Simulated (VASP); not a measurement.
# SrHf2O5: relaxation of cell and atoms with PBE

Crystal: SrHf2O5.

```
Sr Hf O
1.0
     2.00000   -5.20000    0.00000
     2.00000    5.20000    0.00000
     0.00000    0.00000   10.55000
Sr Hf O
2 4 10
Direct
  0.19000 0.81000 0.25000
  0.81000 0.19000 0.75000
  0.86500 0.13500 0.06500
  0.86500 0.13500 0.43500
  0.13500 0.86500 0.93500
  0.13500 0.86500 0.56500
  0.04800 0.95200 0.11500
  0.04800 0.95200 0.38500
  0.31200 0.68800 0.43000
  0.31200 0.68800 0.07000
  0.95200 0.04800 0.88500
  0.95200 0.04800 0.61500
  0.68800 0.31200 0.93000
  0.68800 0.31200 0.57000
  0.23500 0.76500 0.75000
  0.76500 0.23500 0.25000
```

```yaml
Program: VASP 6.6.1
Task: relaxation of cell and atoms
Functional: PBE
Potentials_or_basis: VASP PAW PBE potentials, release 64 (Sr_sv, Hf_pv, O)
Cutoff: 600 eV
k_mesh: 3 × 3 × 1
Occupations: gaussian, width 0.15 eV
Spin: no spin polarisation
Dipole_correction: no
Further_INCAR_settings: LREAL = Auto; ALGO = Normal; EDIFF = 1e-06; IBRION = 2; EDIFFG = -0.08; NSW = 36; ISIF = 3
```

```yaml
Relaxed_volume: 15.50 Å³/atom
Relaxed_cell: a = 5.859 Å, b = 5.859 Å, c = 11.354 Å, α = 90.00°, β = 90.00°, γ = 140.49°
Space_group_after_relaxing_to_0.05_Å: Cmcm (No. 63)
Energy_gained_by_relaxing: 391.5 meV/atom
Ionic_steps: 17
Pressure_after_relaxing: 0.0 GPa
Largest_force_after_relaxing: 0.046 eV/Å
Band_gap_on_the_k_mesh: 4.56 eV, direct
```

Forces in eV/Å, atoms in the order of the input:
```
Sr   0.000  0.025  0.000
Sr   0.000 -0.025  0.000
Hf   0.000 -0.016  0.011
Hf   0.000 -0.016 -0.011
Hf   0.000  0.016 -0.011
Hf   0.000  0.016  0.011
O    0.000 -0.034  0.032
O    0.000 -0.034 -0.032
O    0.000 -0.044  0.013
O    0.000 -0.044 -0.013
O    0.000  0.034 -0.032
O    0.000  0.034  0.032
O    0.000  0.044  0.013
O    0.000  0.044 -0.013
O    0.000  0.001  0.000
O    0.000 -0.001  0.000
```

Stress tensor (GPa, compression positive):
```
 0.04  0.00  0.00
 0.00 -0.03  0.00
 0.00  0.00  0.13
```

Step by step:
| step | energy change (eV) | largest force (eV/Å) | pressure (GPa) | volume (Å³) |
| --- | --- | --- | --- | --- |
| 1 | 0.0000 | 5.3592 | 22.28 | 219.44 |
| 2 | -2.8855 | 1.8156 | -12.71 | 285.74 |
| 3 | -4.4536 | 2.6047 | -3.90 | 256.38 |
| 4 | -4.4560 | 2.6326 | -3.52 | 255.51 |
| 5 | -5.3264 | 1.6257 | 0.80 | 249.50 |
| 6 | -5.4424 | 2.0899 | 3.59 | 246.31 |
| 7 | -5.8428 | 1.1645 | 2.02 | 246.77 |
| 8 | -5.9617 | 0.8102 | 0.90 | 247.19 |
| 9 | -6.0287 | 0.6139 | 0.28 | 248.16 |
| 10 | -6.1186 | 0.7089 | -1.51 | 251.06 |
| 11 | -6.1794 | 0.5410 | -0.57 | 249.44 |
| 12 | -6.2144 | 0.2679 | 1.01 | 246.89 |
| 13 | -6.2340 | 0.2295 | -0.07 | 248.10 |
| 14 | -6.2340 | 0.2306 | -0.06 | 248.09 |
| 15 | -6.2504 | 0.1571 | -0.27 | 248.55 |
| 16 | -6.2583 | 0.1125 | -0.51 | 249.16 |
| 17 | -6.2635 | 0.0464 | 0.05 | 248.01 |

Final structure:
```yaml
crystal:
  lattice:
    - [1.98061, -5.51433, 0.00000]
    - [1.98061, 5.51433, 0.00000]
    - [0.00000, 0.00000, 11.35417]
  atoms:
    - { symbol: Sr, position: [0.19113, 0.80887, 0.25000] }
    - { symbol: Sr, position: [0.80887, 0.19113, 0.75000] }
    - { symbol: Hf, position: [0.86953, 0.13047, 0.06332] }
    - { symbol: Hf, position: [0.86953, 0.13047, 0.43668] }
    - { symbol: Hf, position: [0.13047, 0.86953, 0.93668] }
    - { symbol: Hf, position: [0.13047, 0.86953, 0.56332] }
    - { symbol: O, position: [0.04478, 0.95522, 0.09995] }
    - { symbol: O, position: [0.04478, 0.95522, 0.40005] }
    - { symbol: O, position: [0.30914, 0.69086, 0.44622] }
    - { symbol: O, position: [0.30914, 0.69086, 0.05378] }
    - { symbol: O, position: [0.95522, 0.04478, 0.90006] }
    - { symbol: O, position: [0.95522, 0.04478, 0.59994] }
    - { symbol: O, position: [0.69086, 0.30914, 0.94622] }
    - { symbol: O, position: [0.69086, 0.30914, 0.55378] }
    - { symbol: O, position: [0.18020, 0.81980, 0.75000] }
    - { symbol: O, position: [0.81980, 0.18020, 0.25000] }
```

Levels at points of the mesh, in eV from the valence-band top:
| k point | band 56 | band 57 | band 58 | band 59 | band 60 | band 61 | band 62 | band 63 | band 64 | band 65 |
| --- | --- | --- | --- | --- | --- | --- | --- | --- | --- | --- |
| (0.00, 0.00, 0.00) | -0.56 | -0.51 | -0.35 | -0.17 | 0.00 | 4.56 | 4.69 | 5.28 | 5.53 | 5.53 |

It took 22 min on 1 thread of Intel(R) Xeon(R) 6975P-C (Granite Rapids) (shared host), peak memory 0.53 GiB.

Caveat: the k points lie up to 0.56 Å⁻¹ apart in the final cell; spin-orbit coupling is left out, which moves the levels of the heavy elements; the relaxation stopped at a loose force limit of 0.08 eV/Å, so its end isn't a converged minimum. A k mesh can miss the band edges.
